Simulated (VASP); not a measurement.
Pb, 2 atoms in the cell. The typed cell holds 2 atoms: a = 3.507 Å, b = 3.507 Å, c = 6.452 Å, α = 106.51°, β = 106.51°, γ = 59.89°. 

- Program: VASP 6.6.1
- Task: single point
- Functional: PBE
- Potentials or basis: VASP PAW PBE potentials, release 64 (Pb_d)
- Cutoff: 520 eV
- k mesh: 15 × 15 × 7
- Occupations: methfessel-paxton, width 0.05 eV
- Spin: no spin polarisation
- Dipole correction: no
- Further INCAR settings: ALGO = Fast; EDIFF = 1e-06; NBANDS = 21

Potentials or basis: VASP PAW PBE potentials, release 64 (Pb_d).

Command:

```console
$ cat potpaw_PBE.64/Pb_d/POTCAR > POTCAR
$ mpirun -np 1 vasp_std > vasp.out
```

Hardware: 1 thread of Intel(R) Xeon(R) 6975P-C (Granite Rapids) (shared host).

Problem. How long does it take, and how much memory?

Solution. Run time: 7.3 min on 1 thread of Intel(R) Xeon(R) 6975P-C (Granite Rapids), with other jobs on the host, peak memory 0.85 GiB. Counts: scf iterations 13, k points 788.
